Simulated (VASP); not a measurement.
Crystal: SnS2 (Berndtite-2T).

```
Sn S
1.0
     3.63900    0.00000    0.00000
    -1.81950    3.15147    0.00000
     0.00000    0.00000    5.86800
Sn S
1 2
Direct
  0.00000 0.00000 0.00000
  0.33333 0.66667 0.25000
  0.66667 0.33333 0.75000
```

| Item | Value |
| --- | --- |
| Program | VASP 6.6.1 |
| Task | relaxation of cell and atoms |
| Functional | PBE |
| Dispersion | D3(BJ) |
| Potentials or basis | VASP PAW PBE potentials, release 64 (Sn_d, S) |
| Cutoff | 600 eV |
| k mesh | 9 × 9 × 6 |
| Occupations | gaussian, width 0.02 eV |
| Spin | no spin polarisation |

At the start: pressure 1.7 GPa; volume 22.43 Å³/atom.

Task: How do energy, volume and symmetry change on relaxing?

Result: Over 17 steps the energy falls by 3.1 meV/atom and the volume is 22.55 Å³/atom (+0.5 %); space group P-3m1 (No. 164, to 0.05 Å).

The path:
```tsv
step	energy change (eV)	largest force (eV/Å)	pressure (GPa)	volume (Å³)
1	0.0000	0.2532	1.72	67.30
2	-0.0012	0.1919	-1.55	69.66
3	-0.0080	0.0160	-0.06	68.51
4	-0.0080	0.0201	0.00	68.48
5	-0.0082	0.0292	0.00	68.45
6	-0.0085	0.0517	-0.04	68.37
7	-0.0087	0.0386	-0.07	68.31
8	-0.0091	0.0005	-0.17	68.12
9	-0.0088	0.0747	-0.40	67.73
10	-0.0092	0.0187	-0.25	68.01
11	-0.0093	0.0118	-0.11	67.87
12	-0.0093	0.0097	-0.10	67.82
13	-0.0094	0.0052	-0.02	67.73
14	-0.0094	0.0042	-0.02	67.70
15	-0.0094	0.0018	0.02	67.65
16	-0.0094	0.0026	-0.02	67.67
17	-0.0094	0.0020	0.01	67.66
```

Final structure:
```
Sn S
1.0
     3.66689    0.00000    0.00000
    -1.83344    3.17562    0.00000
     0.00000    0.00000    5.81018
Sn S
1 2
Direct
  0.00000 0.00000 0.00000
  0.33333 0.66667 0.25450
  0.66667 0.33333 0.74550
```
